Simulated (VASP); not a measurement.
# Au in VASP: further runs

The runs below take Au through single point, with PBE.

Program: VASP 6.6.1. These are calculated values, not measurements. Logs are shortened: lines on timing, memory, paths and dates and some standing lists are left out, and cuts for length are marked.

### 1 The cell of the first run

The structure is hexagonal, space group P6_3/mmc (No. 194). The conventional cell has a = 2.900 Å, b = 2.900 Å, c = 4.880 Å, α = 90.00°, β = 90.00°, γ = 120.00°. Within 3.8 Å of Au (site symmetry -6m2) lie 12 Au at 2.90 to 2.96 Å.

### 2 Single point, PBE

INCAR reads:

```
SYSTEM = Au
  PREC = Accurate
  ENCUT = 520
  EDIFF = 1E-6
  ISMEAR = -1
  SIGMA = 0.05
  LREAL = .False.
  LASPH = .True.
  NELM = 60
  ALGO = Normal
  ISIF = 2
  LWAVE = .False.
  LCHARG = .False.
  GGA = PE
  NBANDS = 18
```

KPOINTS reads:

```
regular mesh
0
Gamma
  9 9 5
  0 0 0
```

POSCAR reads:

```
Au
1.0
    2.9000000000      0.0000000000      0.0000000000
   -1.4500000000      2.5114736710      0.0000000000
    0.0000000000      0.0000000000      4.8800000000
Au
2
Direct
    0.3333333770      0.6666667540      0.7500000000
    0.6666666885      0.3333333770      0.2500000000
```

Potentials or basis: VASP PAW PBE potentials, release 64 (Au).

The run is started by

```sh
$ cat potpaw_PBE.64/Au/POTCAR > POTCAR
$ mpirun -np 1 vasp_std > vasp.out
```

OUTCAR:

```text
SYSTEM = Au
   PREC = Accurate
   ENCUT = 520
   EDIFF = 1E-6
   ISMEAR = -1
   LREAL = .False.
   LASPH = .True.
   NELM = 60
   ISIF = 2
   GGA = PE

 ion  position               nearest neighbor table
   1  0.333  0.667  0.750-   2 2.96   2 2.96   2 2.96   2 2.96   2 2.96   2 2.96
   2  0.667  0.333  0.250-   1 2.96   1 2.96   1 2.96   1 2.96   1 2.96   1 2.96

  LATTYP: Found a hexagonal cell.
 ALAT       =     2.9000000000
 C/A-ratio  =     1.6827586207

  Lattice vectors:

 A1 = (   2.9000000000,   0.0000000000,   0.0000000000)
 A2 = (  -1.4500000000,   2.5114736710,   0.0000000000)
 A3 = (   0.0000000000,   0.0000000000,   4.8800000000)

Analysis of symmetry for initial positions (statically):
=====================================================================
 Subroutine PRICEL returns:
 Original cell was already a primitive cell.

 Routine SETGRP: Setting up the symmetry group for a
 hexagonal supercell.

 Subroutine GETGRP returns: Found 24 space group operations
 (whereof 12 operations were pure point group operations)
 out of a pool of 24 trial point group operations.

The static configuration has the point symmetry D_3d.
 The point group associated with its full space group is D_6h.

Analysis of symmetry for dynamics (positions and initial velocities):
=====================================================================
 Subroutine PRICEL returns:
 Original cell was already a primitive cell.

 Routine SETGRP: Setting up the symmetry group for a
 hexagonal supercell.

 Subroutine GETGRP returns: Found 24 space group operations
 (whereof 12 operations were pure point group operations)
 out of a pool of 24 trial point group operations.

The dynamic configuration has the point symmetry D_3d.
 The point group associated with its full space group is D_6h.

 Subroutine INISYM returns: Found 24 space group operations
 (whereof 12 operations are pure point group operations),
 and found     1 'primitive' translations

----------------------------------------------------------------------------------------

                                     Primitive cell

  volume of cell :      35.5424

  direct lattice vectors                    reciprocal lattice vectors
     2.900000000  0.000000000  0.000000000     0.344827586  0.199086300  0.000000000
    -1.450000000  2.511473671  0.000000000     0.000000000  0.398172599  0.000000000
     0.000000000  0.000000000  4.880000000     0.000000000  0.000000000  0.204918033

  length of vectors
     2.900000000  2.900000000  4.880000000     0.398172599  0.398172599  0.204918033

  position of ions in fractional coordinates (direct lattice)
     0.333333377  0.666666754  0.750000000
     0.666666689  0.333333377  0.250000000

  ion indices of the primitive-cell ions
   primitive index   ion index
                 1           1
                 2           2

----------------------------------------------------------------------------------------

 KPOINTS: regular mesh

Automatic generation of k-mesh.
 Grid dimensions read from file:
 generate k-points for:    9    9    5

 Generating k-lattice:

  Cartesian coordinates                     Fractional coordinates (reciprocal lattice)
     0.038314176  0.022120700  0.000000000     0.111111111  0.000000000  0.000000000
     0.000000000  0.044241400  0.000000000     0.000000000  0.111111111  0.000000000
     0.000000000  0.000000000  0.040983607     0.000000000  0.000000000  0.200000000

  Length of vectors
     0.044241400  0.044241400  0.040983607

  Shift w.r.t. Gamma in fractional coordinates (k-lattice)
     0.000000000  0.000000000  0.000000000

 Subroutine IBZKPT returns following result:
 ===========================================

 Found     36 irreducible k-points:

 Following reciprocal coordinates:
            Coordinates               Weight
  0.000000  0.000000  0.000000      1.000000
  0.111111  0.000000  0.000000      6.000000
  0.222222 -0.000000  0.000000      6.000000
  0.333333  0.000000  0.000000      6.000000
  0.444444 -0.000000  0.000000      6.000000
  0.111111  0.111111  0.000000      6.000000
[... 16 lines left out ...]
  0.333333  0.222222  0.200000     24.000000
  0.333333  0.333333  0.200000      4.000000
 [... further k-points ...]
   k-points           NKPTS =     36   k-points in BZ     NKDIM =     36   number of bands    NBANDS=     18
   number of dos      NEDOS =    301   number of ions     NIONS =      2
   total plane-waves  NPLWV =  20736
   dimension x,y,z NGX =    24 NGY =   24 NGZ =   36
   dimension x,y,z NGXF=    48 NGYF=   48 NGZF=   72
   ions per type =               2
   NGX,Y,Z   is equivalent  to a cutoff of  13.76, 13.76, 12.26 a.u.
   NGXF,Y,Z  is equivalent  to a cutoff of  27.52, 27.52, 24.53 a.u.
 SYSTEM =  Au
   PREC   = accura    normal or accurate (medium, high low for compatibility)
   ISTART =      0    job   : 0-new  1-cont  2-samecut
   ICHARG =      2    charge: 1-file 2-atom 10-const
   ISPIN  =      1    spin polarized calculation?
   LNONCOLLINEAR =      F non collinear calculations
   LSORBIT =      F    spin-orbit coupling
   LASPH  =      T    aspherical Exc in radial PAW
   ENCUT  =  520.0 eV  38.22 Ry    6.18 a.u.   5.39  5.39  9.07*2*pi/ulx,y,z
   NELM   =     60;   NELMIN=  2; NELMDL= -5     # of ELM steps
   EDIFF  = 0.1E-05   stopping-criterion for ELM
   LREAL  =      F    real-space projection
   EDIFFG = 0.1E-04   stopping-criterion for IOM
   NSW    =      0    number of steps for IOM
   IBRION =     -1    ionic relax: 0-MD 1-quasi-New 2-CG
   NFREE  =      0    steps in history (QN), initial steepest desc. (CG)
   ISIF   =      2    stress and relaxation
   ISYM   =      2    0-nonsym 1-usesym 2-fastsym
   POTIM  = 0.5000    time-step for ionic-motion
   TEBEG  =    0.0;   TEEND  =   0.0 temperature during run
   PSTRESS=    0.0 pullay stress
   NELECT =      22.0000    total number of electrons
   NUPDOWN=      -1.0000    fix difference up-down
   EMIN   =  10.00;   EMAX   =-10.00  energy-range for DOS
   EFERMI =   0.00;   METHOD = LEGACY
   ISMEAR =    -1;   SIGMA  =   0.05  broadening in eV -4-tet -1-fermi 0-gaus
   EFERMI_NEDOS =   21; number of points for ismear=-14 and -15
   IALGO  =     38    algorithm
   IMIX   =      4    mixing-type and parameters
     AMIX     =   0.40;   BMIX     =  1.00
     AMIX_MAG =   1.60;   BMIX_MAG =  1.00
  volume/ion in A,a.u.               =      17.77       119.93
  Fermi-wavevector in a.u.,A,eV,Ry     =   1.395191  2.636528 26.484517  1.946557
  Thomas-Fermi vector in A             =   2.518667
   LORBIT       =      0    0 simple, 1 ext, 2 COOP (PROOUT), +10 PAW based schemes
   GGA     = PE    functional components
[... 5 lines left out ...]
 non-spin polarized calculation
  energy-cutoff  :      520.00
  volume of cell :       35.54
 maximum number of plane-waves:       984
 NGX is ok and might be reduce to    24
   NGX = 11   NGY = 11   NGZ = 19

 number of electron      22.0000001 magnetization

 Free energy of the ion-electron system (eV)
  ---------------------------------------------------
  ext. energy  EPLUGINS =         0.00000000
  ---------------------------------------------------
  free energy    TOTEN  =        -6.47674541 eV

  energy without entropy =       -6.47541889  energy(sigma->0) =       -6.47608215

 E-fermi :   8.7572     XC(G=0): -12.4654

 val. band max:        8.6505863043   @ k =   0.1111   0.1111   0.2000
 cond. band min:       8.9454294797   @ k =   0.2222  -0.0000   0.2000
 fundamental gap:      0.2948431754
 Fermi energy:         8.7571782731

 k-point     1 :       0.0000    0.0000    0.0000
  band No.  band energies     occupation
      1      -0.6309      2.00000
      2       1.7605      2.00000
      3       4.1383      2.00000
      4       4.4194      2.00000
      5       4.4194      2.00000
      6       4.7061      2.00000
[... 10 lines left out ...]
     17      26.9084      0.00000
     18      26.9084      0.00000

 k-point     2 :       0.1111    0.0000    0.0000
  band No.  band energies     occupation
      1      -0.2569      2.00000
      2       2.0602      2.00000
      3       4.0185      2.00000
      4       4.4932      2.00000
      5       4.6227      2.00000
      6       4.6635      2.00000
[... 10 lines left out ...]
     17      25.2487      0.00000
     18      26.6310      0.00000

 k-point     3 :       0.2222   -0.0000    0.0000
  band No.  band energies     occupation
      1       0.7489      2.00000
      2       2.6234      2.00000
      3       3.8892      2.00000
      4       4.0816      2.00000
      5       4.2808      2.00000
      6       4.9230      2.00000
[... 10 lines left out ...]
     17      25.3693      0.00000
     18      25.8048      0.00000

 k-point     4 :       0.3333    0.0000    0.0000
  band No.  band energies     occupation
      1       1.8455      2.00000
      2       2.5634      2.00000
      3       3.2664      2.00000
      4       4.2729      2.00000
      5       4.5569      2.00000
      6       4.6342      2.00000
[... 10 lines left out ...]
     17      22.3679      0.00000
     18      24.6635      0.00000

 k-point     5 :       0.4444   -0.0000    0.0000
  band No.  band energies     occupation
      1       2.2473      2.00000
      2       2.3386      2.00000
      3       2.8422      2.00000
      4       4.4648      2.00000
      5       4.6123      2.00000
      6       4.7586      2.00000
[... 10 lines left out ...]
     17      20.5446      0.00000
     18      23.7014      0.00000

 k-point     6 :       0.1111    0.1111    0.0000
  band No.  band energies     occupation
      1       0.4449      2.00000
      2       2.5571      2.00000
      3       3.7753      2.00000
      4       4.4025      2.00000
      5       4.4233      2.00000
      6       4.7405      2.00000
[... 307 lines left out ...]
 k-point    21 :       0.4444    0.1111    0.2000
  band No.  band energies     occupation
      1       2.2562      2.00000
      2       2.5935      2.00000
      3       3.3077      2.00000
      4       3.6756      2.00000
      5       4.3291      2.00000
      6       5.1836      2.00000
[... 10 lines left out ...]
     17      21.0186      0.00000
     18      22.4514      0.00000

 k-point    22 :       0.2222    0.2222    0.2000
  band No.  band energies     occupation
      1       2.6522      2.00000
      2       3.0190      2.00000
      3       3.4476      2.00000
      4       3.6302      2.00000
      5       4.4095      2.00000
      6       4.5262      2.00000
[... 10 lines left out ...]
     17      21.3225      0.00000
     18      24.3092      0.00000

 k-point    23 :       0.3333    0.2222    0.2000
  band No.  band energies     occupation
      1       2.7417      2.00000
      2       3.1954      2.00000
      3       3.3971      2.00000
      4       3.7126      2.00000
      5       4.1966      2.00000
      6       4.8109      2.00000
[... 10 lines left out ...]
     17      20.4097      0.00000
     18      22.2101      0.00000

 k-point    24 :       0.3333    0.3333    0.2000
  band No.  band energies     occupation
      1       3.0993      2.00000
      2       3.3270      2.00000
      3       3.3270      2.00000
      4       3.9564      2.00000
      5       4.3298      2.00000
      6       4.3298      2.00000
[... 10 lines left out ...]
     17      21.5403      0.00000
     18      21.5403      0.00000

 [... further k-points ...]
[... 5 lines left out ...]
  --------------------------------------------------------------------------------------
  -------------------------------------------------------------------------------------
  Total        0.3847460      0.3847460      0.1538625      0.0000000     -0.0000000     -0.0000000
  in kB       17.3435580     17.3435580      6.9358056      0.0000000     -0.0000000     -0.0000000
  external PRESSURE =      13.8743072 kB  Pullay stress =       0.0000000 kB

 VOLUME and BASIS-vectors are now :
 -----------------------------------------------------------------------------
  energy-cutoff  :      520.00
  volume of cell :       35.54
      direct lattice vectors                 reciprocal lattice vectors
     2.900000000  0.000000000  0.000000000     0.344827586  0.199086300  0.000000000
    -1.450000000  2.511473671  0.000000000     0.000000000  0.398172599  0.000000000
     0.000000000  0.000000000  4.880000000     0.000000000  0.000000000  0.204918033

 POSITION                                       TOTAL-FORCE (eV/Angst)
 -----------------------------------------------------------------------------------
      0.00000      1.67432      3.66000        -0.000000      0.000000      0.000000
      1.45000      0.83716      1.22000         0.000000     -0.000000      0.000000
 -----------------------------------------------------------------------------------
    total drift:                                0.000000     -0.000060     -0.000000

  FREE ENERGIE OF THE ION-ELECTRON SYSTEM (eV)
  ---------------------------------------------------
  free  energy   TOTEN  =        -6.4767454068 eV

  energy  without entropy=       -6.4754188927  energy(sigma->0) =       -6.47608215
```

Run time: 6.2 s. Hardware: 1 thread of Intel Xeon 6975P-C (Granite Rapids), shared host; peak memory 0.16 GiB.

Results:

```
Free energy            : -6.4767 eV
Pressure               : 1.4 GPa
Band gap on the k mesh : zero (band 11 reaches 12.33 eV, above the bottom of band 12 at 6.37 eV)
```

Caveat: spin-orbit coupling is left out, which moves the levels of the heavy elements.

### 3 Single point, PBE

INCAR reads:

```
PREC = Accurate
ENCUT = 520
EDIFF = 1E-7
ISMEAR = -1
SIGMA = 0.05
LREAL = F
LASPH = T
NELM = 100
ALGO = Normal
ISIF = 2
LWAVE = F
LCHARG = F
GGA = PE
NBANDS = 18
```

KPOINTS reads:

```
regular mesh
0
Gamma
  9 9 5
```

Edit POSCAR of step 2 so:

```diff
@@ -8,3 +8,3 @@
 Direct
-    0.3333333770      0.6666667540      0.7500000000
+    1.3333333770      0.6666667540      0.7500000000
     0.6666666885      0.3333333770      0.2500000000
```

Potentials or basis: VASP PAW PBE potentials, release 64 (Au).

The run is started by

```sh
$ cat potpaw_PBE.64/Au/POTCAR > POTCAR
$ mpirun -np 1 vasp_std > vasp.out
```

Wall time 6.7 s (1 thread of Intel Xeon 6975P-C (Granite Rapids), shared host); peak memory 0.16 GiB.

The run converged. Its results:

| Item | Value |
| --- | --- |
| Free energy | -6.4767 eV |
| Pressure | 1.4 GPa |
| Band gap on the k mesh | zero (band 11 reaches 12.33 eV, above the bottom of band 12 at 6.37 eV) |

Stress tensor (GPa, compression positive):
```
1.73 0.00 0.00
0.00 1.73 0.00
0.00 0.00 0.69
```

Levels at points of the mesh, in eV from the Fermi level:
| k point | band 8 | band 9 | band 10 | band 11 | band 12 | band 13 | band 14 | band 15 |
| --- | --- | --- | --- | --- | --- | --- | --- | --- |
| (0.00, 0.00, 0.00) | -3.39 | -3.39 | -2.13 | -2.13 | -0.93 | 2.48 | 14.65 | 15.67 |

Caveat: spin-orbit coupling is left out, which moves the levels of the heavy elements.

(Part 1 of 2 ends here.)
